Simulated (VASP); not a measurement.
GaAs: single point with LDA

Crystal: GaAs.

```xyz
2
Lattice="2.7288 2.7288 0.0000 -2.7288 2.7288 0.0000 0.0000 2.7288 2.7288" Properties=species:S:1:pos:R:3 pbc="T T T"
Ga    0.0000    0.0000    0.0000
As    1.3644    4.0932    1.3644
```

* Program: VASP 6.6.1
* Task: single point
* Functional: LDA
* Potentials or basis: VASP PAW LDA potentials, release 64 (Ga_d, As)
* Cutoff: 500 eV
* k mesh: 8 × 8 × 8
* Occupations: gaussian, width 0.01 eV
* Spin: no spin polarisation
* Dipole correction: no
* Further INCAR settings: ALGO = Normal; EDIFF = 1e-06; NBANDS = 16

The pressure is 7.5 GPa. The band gap on the k mesh is 1.13 eV, indirect (least direct gap 1.15 eV).

Levels at points of the mesh, in eV from the valence-band top:
| k point | band 7 | band 8 | band 9 | band 10 | band 11 | band 12 |
| --- | --- | --- | --- | --- | --- | --- |
| (0.00, 0.00, 0.00) | 0.00 | 0.00 | 0.00 | 1.15 | 3.69 | 3.69 |
| (0.50, 0.00, 0.00) | -7.32 | -1.32 | -1.32 | 1.17 | 4.60 | 4.60 |
| (0.50, 0.50, 0.00) | -7.40 | -3.09 | -3.09 | 1.13 | 1.47 | 10.91 |

Run time: 11 s on 1 thread of Intel Xeon 6975P-C, on a shared host, peak memory 0.15 GiB.

A k mesh can miss the band edges. A hybrid or GW would open this gap; LDA tends to underestimate it.
